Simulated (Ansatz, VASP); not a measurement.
## One calculation of Pt, two programs

The input POSCAR:

```
Pt
1.0
    1.9701103813      1.9701103813      0.0000000000
   -1.9701103813      1.9701103813      0.0000000000
    0.0000000000      0.0000000000      4.0190251779
Pt
2
Direct
    0.0000000000      0.0000000000      0.0000000000
    0.5000000000      0.5000000000      0.5000000000
```

The input INCAR.step1:

```
SYSTEM = Pt
PREC = Accurate ; ENCUT = 520
ISMEAR = 0 ; SIGMA = 0.1
LREAL = .FALSE. ; LASPH = .TRUE.
NELM = 80 ; NBANDS = 17
GGA = PE ; ALGO = Normal
EDIFF = 1E-4 ; LWAVE = .TRUE.
LCHARG = .FALSE.
```

Contents of INCAR.step2:

```
SYSTEM = Pt
PREC = Accurate ; ENCUT = 520
EDIFF = 1E-6 ; ISMEAR = 0
SIGMA = 0.1 ; LREAL = .FALSE.
LASPH = .TRUE. ; NELM = 80
ALGO = Normal ; ISIF = 2
LWAVE = .FALSE. ; LCHARG = .FALSE.
METAGGA = R2SCAN ; LMIXTAU = .TRUE.
NBANDS = 17 ; ISTART = 1
```

KPOINTS

```
regular mesh
0
G
  18 18 14
  0 0 0
```

Input for Ansatz:

```yaml
crystal:
  lattice:
    - [1.9701103813, 1.9701103813, 0.0]
    - [-1.9701103813, 1.9701103813, 0.0]
    - [0.0, 0.0, 4.0190251779]
  atoms:
    - { symbol: Pt, position: [0.0, 0.0, 0.0] }
    - { symbol: Pt, position: [0.5, 0.5, 0.5] }
basis:
  ecutwfc: 500
kpoints:
  mp_grid: { grid: [18, 18, 14] }
hamiltonian:
  xc: r2scan
scf:
  occupations: { method: gaussian, width: 0.1 }
output:
  forces: true
  stress: true
  eigenvalues: true
```

Change from the starting cell: strain along c alone, the other axes held, atoms relaxed: +2.0 %.

Alike in both runs: task single point; functional r2SCAN; k mesh 18 × 18 × 14; occupations gaussian, width 0.1 eV; no spin polarisation.

|  | VASP | Ansatz |
| --- | --- | --- |
| version | VASP 6.6.1 | Ansatz 0.2.0 |
| potentials or method | VASP PAW PBE potentials, release 64 (Pt), cutoff 520 eV | scalar-relativistic, plane waves, PAW |
| valence electrons in the cell | 20 | 36 |

|  | VASP | Ansatz | Ansatz less VASP |
| --- | --- | --- | --- |
| gap on the k mesh at the Fermi level (eV) | none | none | - |
| pressure (GPa) | -4.5 | -5.1 | -0.60 |
| traceless stress, the component that is largest in VASP (GPa) | -1.07 | -1.05 | +0.026 |

VASP's potentials were made for PBE, not for r2SCAN. A gap of «none» marks a metal or a gap that the smearing closes. VASP's potentials hold 20 valence electrons a cell and Ansatz's 36, so a difference there can come from the potentials and not from the codes.

Neither program's run includes spin-orbit coupling.
